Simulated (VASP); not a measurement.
SiC: single point with LDA

Crystal: SiC.

```
Si C
1.0
     3.15030    0.00000    0.00000
     0.00000    4.45520    0.00000
     0.00000    0.00000    3.03756
Si C
2 2
Direct
  0.00000 0.00140 0.00000
  0.50000 0.50140 0.50000
  0.50000 0.24860 0.00000
  0.00000 0.74860 0.50000
```

| Item | Value |
| --- | --- |
| Program | VASP 6.6.1 |
| Task | single point |
| Functional | LDA |
| Potentials or basis | VASP PAW LDA potentials, release 64 (Si, C) |
| Cutoff | 600 eV |
| k mesh | 8 × 6 × 10 |
| Occupations | gaussian, width 0.02 eV |
| Spin | no spin polarisation |

The pressure is -10.0 GPa. The largest force is 0.003 eV/Å. The band gap on the k mesh is 1.06 eV.

Forces on the atoms (eV/Å):
```
Si   0.000  0.003  0.000
Si   0.000  0.003  0.000
C    0.000 -0.003  0.000
C    0.000 -0.003  0.000
```

Stress tensor (GPa, compression positive):
```
-16.96   0.00   0.00
  0.00 -13.47   0.00
  0.00   0.00   0.29
```

Levels at points of the mesh, in eV from the valence-band top:
```csv
k point,band 5,band 6,band 7,band 8,band 9,band 10,band 11,band 12
"(0.00, 0.00, 0.00)",-2.91,-0.33,-0.31,0.00,1.16,4.16,5.48,6.38
"(0.50, 0.00, 0.00)",-4.67,-4.67,-1.09,-1.09,5.53,5.53,8.56,8.56
"(0.00, 0.50, 0.00)",-2.29,-2.29,-1.75,-1.75,3.63,3.63,6.05,6.05
"(0.50, 0.50, 0.00)",-1.32,-1.32,-0.98,-0.98,5.05,5.05,6.77,6.77
"(0.00, 0.00, 0.50)",-4.54,-4.54,-1.44,-1.44,5.03,5.03,7.85,7.85
"(0.50, 0.00, 0.50)",-3.43,-3.43,-3.39,-3.39,1.06,1.06,3.77,3.77
"(0.00, 0.50, 0.50)",-1.43,-1.43,-1.31,-1.31,4.65,4.65,6.63,6.63
"(0.50, 0.50, 0.50)",-5.08,-5.08,-4.81,-4.81,4.71,4.71,8.61,8.61
```

Run time: 34 s on 1 thread of Intel(R) Xeon(R) Platinum 8488C (Sapphire Rapids) (shared host), peak memory 0.2 GiB.

Caveat: the cell stands under tension. A k mesh can miss the band edges.
